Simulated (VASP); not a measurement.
A run of VASP 6.6.1 is set up as follows.

File INCAR:

```
SYSTEM = SiC
ALGO = Normal
EDIFF = 1E-6
ENCUT = 520
GGA = CA
ISIF = 2
ISMEAR = -1
LASPH = .TRUE.
LCHARG = .FALSE.
LREAL = .FALSE.
LWAVE = .FALSE.
NBANDS = 26
NELM = 100
PREC = Accurate
SIGMA = 0.05
```

KPOINTS

```
k-points
0
G
  10 10 3
  0 0 0
```

POSCAR

```
SiC
1.0
    3.0756941497      0.0000000000      0.0000000000
   -1.5378470748      2.6636292679      0.0000000000
    0.0000000000      0.0000000000     10.0706464800
Si C
4 4
Direct
    0.0000000000      0.0000000000      0.1878943800
    0.0000000000      0.0000000000      0.6878943800
    0.3333333333      0.6666666667      0.4378419800
    0.6666666667      0.3333333333      0.9378419800
    0.0000000000      0.0000000000      0.0004600500
    0.0000000000      0.0000000000      0.5004600500
    0.3333333333      0.6666666667      0.2498025900
    0.6666666667      0.3333333333      0.7498025900
```

Potentials or basis: VASP PAW LDA potentials, release 64 (Si, C).

Launch:

```console
$ cat potpaw_LDA.64/Si/POTCAR potpaw_LDA.64/C/POTCAR > POTCAR
$ mpirun -np 1 vasp_std > vasp.out
```

(1) Predict the pressure.

(2) Predict the band gap on the k mesh.

(3) Estimate the largest force.

## Answers

(1) -3.4 GPa.

(2) 2.17 eV (least direct gap 3.29 eV).

(3) 0.005 eV/Å.

Caveat: the cell stands under tension; an odd mesh through Γ misses points on the zone boundary, where band edges can lie.
